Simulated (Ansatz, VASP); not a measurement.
Two plane-wave programs on NaCl

Contents of INCAR:

```
SYSTEM = NaCl
  ALGO = Normal
  EDIFF = 1E-6
  EDIFFG = -0.005
  ENCUT = 600
  GGA = PE
  IBRION = 2
  ISIF = 3
  ISMEAR = 0
  IVDW = 12
  LASPH = .True.
  LCHARG = .False.
  LREAL = .False.
  LWAVE = .False.
  NELM = 60
  NSW = 70
  PREC = Accurate
  SIGMA = 0.02
```

KPOINTS

```
k-points
0
Gamma
  8 8 8
  0 0 0
```

Contents of POSCAR:

```
NaCl
1.0
    0.0000000000      2.8470933557      2.8470933557
    2.8470933557      0.0000000000      2.8470933557
    2.8470933557      2.8470933557      0.0000000000
Na Cl
1 1
Direct
    0.0000000000      0.0000000000      0.0000000000
    0.5000000000      0.5000000000      0.5000000000
```

Input for Ansatz:

```yaml
crystal:
  lattice:
    - [0.0, 2.8470933557, 2.8470933557]
    - [2.8470933557, 0.0, 2.8470933557]
    - [2.8470933557, 2.8470933557, 0.0]
  atoms:
    - { symbol: Na, position: [0.0, 0.0, 0.0] }
    - { symbol: Cl, position: [0.5, 0.5, 0.5] }
basis:
  ecutwfc: 420
kpoints:
  mp_grid: { grid: [8, 8, 8] }
hamiltonian:
  xc: pbe
  dispersion: d3bj
scf:
  occupations: { method: gaussian, width: 0.02 }
output:
  forces: true
  stress: true
  eigenvalues: true
relax:
  adjacent_minimum: "off"
  f_tol: 0.005
  max_steps: 50
  cell: { stress_tol: 0.05 }
```

Alike in both runs: task relaxation of cell and atoms; functional PBE; dispersion D3(BJ); k mesh 8 × 8 × 8; occupations gaussian, width 0.02 eV; no spin polarisation.

|  | VASP | Ansatz |
| --- | --- | --- |
| version | VASP 6.6.1 | Ansatz 0.2.0 |
| potentials or method | VASP PAW PBE potentials, release 64 (Na_pv, Cl), cutoff 600 eV | scalar-relativistic, plane waves, PAW |
| valence electrons in the cell | 14 | 16 |

```tsv
	VASP	Ansatz	Ansatz less VASP
gap on the k mesh at the Fermi level, each at its own relaxed structure (eV)	5.23	5.24	+0.005
relaxed volume (Å³/atom)	21.72	21.69	-0.027
relaxed cell length with the largest relative difference (Å)	3.946	3.944	-0.0016
```

VASP's potentials hold 14 valence electrons a cell and Ansatz's 16, so a difference there can come from the potentials and not from the codes.
